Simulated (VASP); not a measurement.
Ga, 4 atoms in the cell. It takes space group P2_13 (No. 198, cubic). The conventional cell has a = 4.467 Å, b = 4.467 Å, c = 4.467 Å, α = 90.00°, β = 90.00°, γ = 90.00°. Within 3.9 Å of Ga (site symmetry 3) lie 12 Ga at 2.99 to 3.36 Å. 

```yaml
Program: VASP 6.6.1
Task: relaxation of cell and atoms
Functional: PBE
Potentials_or_basis: VASP PAW PBE potentials, release 64 (Ga_d)
Cutoff: 500 eV
k_mesh: 4 × 4 × 4
Occupations: gaussian, width 0.1 eV
Spin: no spin polarisation
Dipole_correction: no
Further_INCAR_settings: ALGO = Normal; EDIFF = 1e-07; IBRION = 2; EDIFFG = -0.04; NSW = 90; ISIF = 3
```

Potentials or basis: VASP PAW PBE potentials, release 64 (Ga_d).

Command:

```bash
$ cat potpaw_PBE.64/Ga_d/POTCAR > POTCAR
$ mpirun -np 1 vasp_std > vasp.out
```

Hardware: 1 thread of Intel(R) Xeon(R) Platinum 8559C (Emerald Rapids), on a shared host.

Problem. How long does it take, and how much memory?

Solution. Run time: 3.1 min on 1 thread of Intel(R) Xeon(R) Platinum 8559C (Emerald Rapids) (shared host), peak memory 0.21 GiB. Counts: scf iterations 100, k points 11, ion steps 11.
